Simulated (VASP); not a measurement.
## NbAs: relaxation of cell and atoms with PBEsol

The system is NbAs.

```
Nb As
1.0
     0.00000    2.87519    2.87519
     2.87519    0.00000    2.87519
     2.87519    2.87519    0.00000
Nb As
1 1
Direct
  0.00000 0.00000 0.00000
  0.25000 0.25000 0.25000
```

```
Program                : VASP 6.6.1
Task                   : relaxation of cell and atoms
Functional             : PBEsol
Potentials or basis    : VASP PAW PBE potentials, release 64 (Nb_sv, As)
Cutoff                 : 600 eV
k mesh                 : 12 × 12 × 12
Occupations            : gaussian, width 0.1 eV
Spin                   : no spin polarisation
Dipole correction      : no
Further INCAR settings : ALGO = Normal; EDIFF = 1e-07; IBRION = 2; EDIFFG = -0.01; NSW = 100; ISIF = 3
```

The relaxed volume is 23.74 Å³/atom, the relaxed cell is a = 4.064 Å, b = 4.064 Å, c = 4.064 Å, α = 60.00°, β = 60.00°, γ = 60.00° and the space group after relaxing (to 0.05 Å) is F-43m (No. 216). The energy gained by relaxing is 0.0 meV/atom, the ionic steps are 3 and the pressure after relaxing is 0.0 GPa. The band gap on the k mesh is zero (band 9 reaches 6.42 eV, above the bottom of band 10 at 5.92 eV).

Final structure:
```
Nb As
1.0
     0.00000    2.87399    2.87399
     2.87399    0.00000    2.87399
     2.87399    2.87399    0.00000
Nb As
1 1
Direct
  0.00000 0.00000 0.00000
  0.25000 0.25000 0.25000
```

Levels at points of the mesh, in eV from the Fermi level:
```csv
k point,band 6,band 7,band 8,band 9,band 10,band 11,band 12,band 13
"(0.00, 0.00, 0.00)",-3.53,-3.53,-3.53,0.01,0.01,2.30,5.70,5.70
"(0.50, 0.00, 0.00)",-4.27,-3.12,-3.12,0.39,0.39,0.66,3.37,3.37
"(0.50, 0.50, 0.00)",-4.84,-2.10,-2.10,-1.09,0.80,0.88,1.43,1.43
```

Run time: 40 s on 1 thread of Intel(R) Xeon(R) 6975P-C (Granite Rapids), on a shared host, peak memory 0.22 GiB.

Caveat: the PAW data sets were made with another functional, which shifts forces and pressure a little.
